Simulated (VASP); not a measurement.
# InSe2 (P4_2/mnm) in VASP: single point with PBE

Aim: the single point of InSe2 with PBE.

All numbers are computed with VASP 6.6.1; they aren't measurements. Logs are shortened: lines on timing, memory, paths and dates and some standing lists are left out, and cuts for length are marked.

### Step 1. The cell of the first run

It takes space group P4_2/mnm (No. 136, tetragonal). The conventional cell has a = 6.492 Å, b = 6.492 Å, c = 4.111 Å, α = 90.00°, β = 90.00°, γ = 90.00°. In (site symmetry mmm) has 6 Se at 2.72 to 2.80 Å within 3.6 Å. Within 3.6 Å of Se (site symmetry m2m) lie 3 In at 2.72 to 2.80 Å and 1 Se at 3.57 Å.

### Step 2. Single point, PBE

INCAR

```
PREC     = Accurate       # precision mode
ENCUT    = 520            # plane-wave cutoff, eV
EDIFF    = 1E-6           # SCF threshold, eV
ISMEAR   = 0              # smearing method
SIGMA    = 0.1            # smearing width, eV
LREAL    = F              # projectors in reciprocal space
LASPH    = T              # aspherical terms in the spheres
NELM     = 100            # most SCF steps
ALGO     = Normal         # electronic algorithm
ISIF     = 2              # what is computed and relaxed
LWAVE    = F              # write WAVECAR
LCHARG   = T              # write CHGCAR
GGA      = PE             # functional
LELF     = T              # ELF
LVHAR    = T            
NBANDS   = 34             # bands
```

KPOINTS

```
regular mesh
0
Gamma
  6 6 10
```

POSCAR

```
InSe2
1.0
    6.4921815295      0.0000000000      0.0000000000
    0.0000000000      6.4921815295      0.0000000000
    0.0000000000      0.0000000000      4.1105702581
In Se
2 4
Direct
    0.0000000000      0.0000000000      0.0000000000
    0.5000000000      0.5000000000      0.5000000000
    0.3053893594      0.3053893594      0.0000000000
    0.1946106406      0.8053893594      0.5000000000
    0.6946106406      0.6946106406      0.0000000000
    0.8053893594      0.1946106406      0.5000000000
```

Potentials or basis: VASP PAW PBE potentials, release 64 (In_d, Se).

On the command line:

```sh
> cat potpaw_PBE.64/In_d/POTCAR potpaw_PBE.64/Se/POTCAR > POTCAR
> mpirun -np 1 vasp_std > vasp.out
```

OUTCAR:

```text
PREC = Accurate
   ENCUT = 520
   EDIFF = 1E-6
   ISMEAR = 0
   LREAL = F
   LASPH = T
   NELM = 100
   ISIF = 2
   GGA = PE

 ion  position               nearest neighbor table
   1  0.000  0.000  0.000-   4 2.72   6 2.72   4 2.72   6 2.72   5 2.80   3 2.80
   2  0.500  0.500  0.500-   3 2.72   5 2.72   3 2.72   5 2.72   4 2.80   6 2.80
   3  0.305  0.305  0.000-   2 2.72   2 2.72   1 2.80
   4  0.195  0.805  0.500-   1 2.72   1 2.72   2 2.80
   5  0.695  0.695  0.000-   2 2.72   2 2.72   1 2.80
   6  0.805  0.195  0.500-   1 2.72   1 2.72   2 2.80

  LATTYP: Found a simple tetragonal cell.
 ALAT       =     6.4921815295
 C/A-ratio  =     0.6331570119

  Lattice vectors:

 A1 = (   6.4921815295,   0.0000000000,   0.0000000000)
 A2 = (   0.0000000000,   6.4921815295,   0.0000000000)
 A3 = (   0.0000000000,   0.0000000000,   4.1105702581)

Analysis of symmetry for initial positions (statically):
=====================================================================
 Subroutine PRICEL returns:
 Original cell was already a primitive cell.

 Routine SETGRP: Setting up the symmetry group for a
 simple tetragonal supercell.

 Subroutine GETGRP returns: Found 16 space group operations
 (whereof  8 operations were pure point group operations)
 out of a pool of 16 trial point group operations.

The static configuration has the point symmetry D_2h.
 The point group associated with its full space group is D_4h.

Analysis of symmetry for dynamics (positions and initial velocities):
=====================================================================
 Subroutine PRICEL returns:
 Original cell was already a primitive cell.

 Routine SETGRP: Setting up the symmetry group for a
 simple tetragonal supercell.

 Subroutine GETGRP returns: Found 16 space group operations
 (whereof  8 operations were pure point group operations)
 out of a pool of 16 trial point group operations.

The dynamic configuration has the point symmetry D_2h.
 The point group associated with its full space group is D_4h.

 Subroutine INISYM returns: Found 16 space group operations
 (whereof  8 operations are pure point group operations),
 and found     1 'primitive' translations

----------------------------------------------------------------------------------------

                                     Primitive cell

  volume of cell :     173.2540

  direct lattice vectors                    reciprocal lattice vectors
     6.492181529  0.000000000  0.000000000     0.154031429  0.000000000  0.000000000
     0.000000000  6.492181529  0.000000000     0.000000000  0.154031429  0.000000000
     0.000000000  0.000000000  4.110570258     0.000000000  0.000000000  0.243275248

  length of vectors
     6.492181529  6.492181529  4.110570258     0.154031429  0.154031429  0.243275248

  position of ions in fractional coordinates (direct lattice)
     0.000000000  0.000000000  0.000000000
     0.500000000  0.500000000  0.500000000
     0.305389359  0.305389359  0.000000000
     0.194610641  0.805389359  0.500000000
     0.694610641  0.694610641  0.000000000
     0.805389359  0.194610641  0.500000000

  ion indices of the primitive-cell ions
   primitive index   ion index
                 1           1
                 2           2
                 3           3
                 4           4
                 5           5
                 6           6

----------------------------------------------------------------------------------------

 KPOINTS: regular mesh

Automatic generation of k-mesh.
 Grid dimensions read from file:
 generate k-points for:    6    6   10

 Generating k-lattice:

  Cartesian coordinates                     Fractional coordinates (reciprocal lattice)
     0.025671905  0.000000000  0.000000000     0.166666667  0.000000000  0.000000000
     0.000000000  0.025671905  0.000000000     0.000000000  0.166666667  0.000000000
     0.000000000  0.000000000  0.024327525     0.000000000  0.000000000  0.100000000

  Length of vectors
     0.025671905  0.025671905  0.024327525

  Shift w.r.t. Gamma in fractional coordinates (k-lattice)
     0.000000000  0.000000000  0.000000000

 Subroutine IBZKPT returns following result:
 ===========================================

 Found     60 irreducible k-points:

 Following reciprocal coordinates:
            Coordinates               Weight
  0.000000  0.000000  0.000000      1.000000
  0.166667  0.000000  0.000000      4.000000
  0.333333  0.000000  0.000000      4.000000
  0.500000  0.000000  0.000000      2.000000
  0.166667  0.166667  0.000000      4.000000
  0.333333  0.166667  0.000000      8.000000
[... 16 lines left out ...]
  0.333333  0.000000  0.200000      8.000000
  0.500000  0.000000  0.200000      4.000000
 [... further k-points ...]
   k-points           NKPTS =     60   k-points in BZ     NKDIM =     60   number of bands    NBANDS=     34
   number of dos      NEDOS =    301   number of ions     NIONS =      6
   total plane-waves  NPLWV =  73728
   dimension x,y,z NGX =    48 NGY =   48 NGZ =   32
   dimension x,y,z NGXF=    96 NGYF=   96 NGZF=   64
   ions per type =               2   4
   NGX,Y,Z   is equivalent  to a cutoff of  12.29, 12.29, 12.94 a.u.
   NGXF,Y,Z  is equivalent  to a cutoff of  24.58, 24.58, 25.88 a.u.
 SYSTEM =  unknown system
   PREC   = accura    normal or accurate (medium, high low for compatibility)
   ISTART =      0    job   : 0-new  1-cont  2-samecut
   ICHARG =      2    charge: 1-file 2-atom 10-const
   ISPIN  =      1    spin polarized calculation?
   LNONCOLLINEAR =      F non collinear calculations
   LSORBIT =      F    spin-orbit coupling
   LASPH  =      T    aspherical Exc in radial PAW
   ENCUT  =  520.0 eV  38.22 Ry    6.18 a.u.  12.07 12.07  7.64*2*pi/ulx,y,z
   NELM   =    100;   NELMIN=  2; NELMDL= -5     # of ELM steps
   EDIFF  = 0.1E-05   stopping-criterion for ELM
   LREAL  =      F    real-space projection
   EDIFFG = 0.1E-04   stopping-criterion for IOM
   NSW    =      0    number of steps for IOM
   IBRION =     -1    ionic relax: 0-MD 1-quasi-New 2-CG
   NFREE  =      0    steps in history (QN), initial steepest desc. (CG)
   ISIF   =      2    stress and relaxation
   ISYM   =      2    0-nonsym 1-usesym 2-fastsym
   POTIM  = 0.5000    time-step for ionic-motion
   TEBEG  =    0.0;   TEEND  =   0.0 temperature during run
   PSTRESS=    0.0 pullay stress
   NELECT =      50.0000    total number of electrons
   NUPDOWN=      -1.0000    fix difference up-down
   EMIN   =  10.00;   EMAX   =-10.00  energy-range for DOS
   EFERMI =   0.00;   METHOD = LEGACY
   ISMEAR =     0;   SIGMA  =   0.10  broadening in eV -4-tet -1-fermi 0-gaus
   EFERMI_NEDOS =   21; number of points for ismear=-14 and -15
   IALGO  =     38    algorithm
   IMIX   =      4    mixing-type and parameters
     AMIX     =   0.40;   BMIX     =  1.00
     AMIX_MAG =   1.60;   BMIX_MAG =  1.00
  volume/ion in A,a.u.               =      28.88       194.86
  Fermi-wavevector in a.u.,A,eV,Ry     =   1.081858  2.044416 15.924494  1.170417
  Thomas-Fermi vector in A             =   2.217885
   LORBIT       =      0    0 simple, 1 ext, 2 COOP (PROOUT), +10 PAW based schemes
   GGA     = PE    functional components
   LHFCALC =     F    Hartree Fock is set to
   AEXX    =    0.0000 exact exchange contribution
   IVDW    =     0    specifies the selected vdW correction
   LEPSILON=     F    determine dielectric tensor
   LRPA    =     F    only Hartree local field effects (RPA)
 non-spin polarized calculation
 Gauss-broadening in eV      SIGMA  =   0.10
  energy-cutoff  :      520.00
  volume of cell :      173.25
 maximum number of plane-waves:      4696
   NGX = 25   NGY = 25   NGZ = 15

 number of electron      49.9999992 magnetization

 Free energy of the ion-electron system (eV)
  ---------------------------------------------------
  ext. energy  EPLUGINS =         0.00000000
  ---------------------------------------------------
  free energy    TOTEN  =       -19.67288349 eV

  energy without entropy =      -19.62755555  energy(sigma->0) =      -19.65021952

 E-fermi :   2.5432     XC(G=0):  -8.8784

 val. band max:        2.5431770409   @ k =   0.3333   0.1667   0.4000
 cond. band min:       2.5474608053   @ k =   0.3333   0.0000   0.2000
 fundamental gap:      0.0042837643
 Fermi energy:         2.5432015983

 k-point     1 :       0.0000    0.0000    0.0000
  band No.  band energies     occupation
      1     -11.7176      2.00000
      2     -11.4728      2.00000
      3     -11.3902      2.00000
      4     -11.3902      2.00000
      5     -11.3152      2.00000
      6     -11.3053      2.00000
[... 26 lines left out ...]
     33       9.8071      0.00000
     34       9.8071      0.00000

 k-point     2 :       0.1667    0.0000    0.0000
  band No.  band energies     occupation
      1     -11.7038      2.00000
      2     -11.4918      2.00000
      3     -11.3901      2.00000
      4     -11.3901      2.00000
      5     -11.3151      2.00000
      6     -11.3076      2.00000
[... 26 lines left out ...]
     33       9.3331      0.00000
     34       9.4254      0.00000

 k-point     3 :       0.3333    0.0000    0.0000
  band No.  band energies     occupation
      1     -11.6645      2.00000
      2     -11.5423      2.00000
      3     -11.3898      2.00000
      4     -11.3898      2.00000
      5     -11.3147      2.00000
      6     -11.3113      2.00000
[... 26 lines left out ...]
     33       8.5698      0.00000
     34       9.5323      0.00000

 k-point     4 :       0.5000    0.0000    0.0000
  band No.  band energies     occupation
      1     -11.6063      2.00000
      2     -11.6063      2.00000
      3     -11.3897      2.00000
      4     -11.3897      2.00000
      5     -11.3136      2.00000
      6     -11.3136      2.00000
[... 26 lines left out ...]
     33       8.7570      0.00000
     34       8.7570      0.00000

 k-point     5 :       0.1667    0.1667    0.0000
  band No.  band energies     occupation
      1     -11.6929      2.00000
      2     -11.5096      2.00000
      3     -11.3903      2.00000
      4     -11.3898      2.00000
      5     -11.3149      2.00000
      6     -11.3090      2.00000
[... 621 lines left out ...]
 k-point    22 :       0.1667    0.0000    0.2000
  band No.  band energies     occupation
      1     -11.6474      2.00000
      2     -11.5141      2.00000
      3     -11.4892      2.00000
      4     -11.4324      2.00000
      5     -11.2986      2.00000
      6     -11.2978      2.00000
[... 26 lines left out ...]
     33       9.4588      0.00000
     34       9.4677      0.00000

 k-point    23 :       0.3333    0.0000    0.2000
  band No.  band energies     occupation
      1     -11.6260      2.00000
      2     -11.5531      2.00000
      3     -11.4747      2.00000
      4     -11.4383      2.00000
      5     -11.2993      2.00000
      6     -11.2989      2.00000
[... 26 lines left out ...]
     33       9.0843      0.00000
     34       9.2936      0.00000

 k-point    24 :       0.5000    0.0000    0.2000
  band No.  band energies     occupation
      1     -11.5931      2.00000
      2     -11.5931      2.00000
      3     -11.4552      2.00000
      4     -11.4552      2.00000
      5     -11.2994      2.00000
      6     -11.2994      2.00000
[... 26 lines left out ...]
     33       9.2703      0.00000
     34       9.2703      0.00000

 [... further k-points ...]
[... 5 lines left out ...]
  --------------------------------------------------------------------------------------
  -------------------------------------------------------------------------------------
  Total        0.0172657      0.0172657      0.0473275     -0.0000000      0.0000000      0.0000000
  in kB        0.1596654      0.1596654      0.4376637     -0.0000000      0.0000000      0.0000000
  external PRESSURE =       0.2523315 kB  Pullay stress =       0.0000000 kB

 VOLUME and BASIS-vectors are now :
 -----------------------------------------------------------------------------
  energy-cutoff  :      520.00
  volume of cell :      173.25
      direct lattice vectors                 reciprocal lattice vectors
     6.492181529  0.000000000  0.000000000     0.154031429  0.000000000  0.000000000
     0.000000000  6.492181529  0.000000000     0.000000000  0.154031429  0.000000000
     0.000000000  0.000000000  4.110570258     0.000000000  0.000000000  0.243275248

 POSITION                                       TOTAL-FORCE (eV/Angst)
 -----------------------------------------------------------------------------------
      0.00000      0.00000      0.00000         0.000000      0.000000      0.000000
      3.24609      3.24609      2.05529         0.000000      0.000000      0.000000
      1.98264      1.98264      0.00000        -0.001998     -0.001998     -0.000000
      1.26345      5.22873      2.05529         0.001998     -0.001998      0.000000
      4.50954      4.50954      0.00000         0.001998      0.001998      0.000000
      5.22873      1.26345      2.05529        -0.001998      0.001998      0.000000
 -----------------------------------------------------------------------------------
    total drift:                               -0.000000     -0.000000     -0.000000

  FREE ENERGIE OF THE ION-ELECTRON SYSTEM (eV)
  ---------------------------------------------------
  free  energy   TOTEN  =       -19.6728834874 eV

  energy  without entropy=      -19.6275555494  energy(sigma->0) =      -19.65021952
```

Wall time 8 min (1 thread of Intel Xeon 6975P-C, shared host); peak memory 0.44 GiB.

Results:

```yaml
Free_energy: -19.6729 eV
Pressure: 0.0 GPa
Band_gap_on_the_k_mesh: zero (band 25 reaches 2.78 eV, above the bottom of band 26 at 1.87 eV)
```

Forces in eV/Å, atoms in the order of the input:
```
In   0.000  0.000  0.000
In   0.000  0.000  0.000
Se  -0.002 -0.002  0.000
Se   0.002 -0.002  0.000
Se   0.002  0.002  0.000
Se  -0.002  0.002  0.000
```

Caveat: spin-orbit coupling is left out, which moves the levels of the heavy elements.
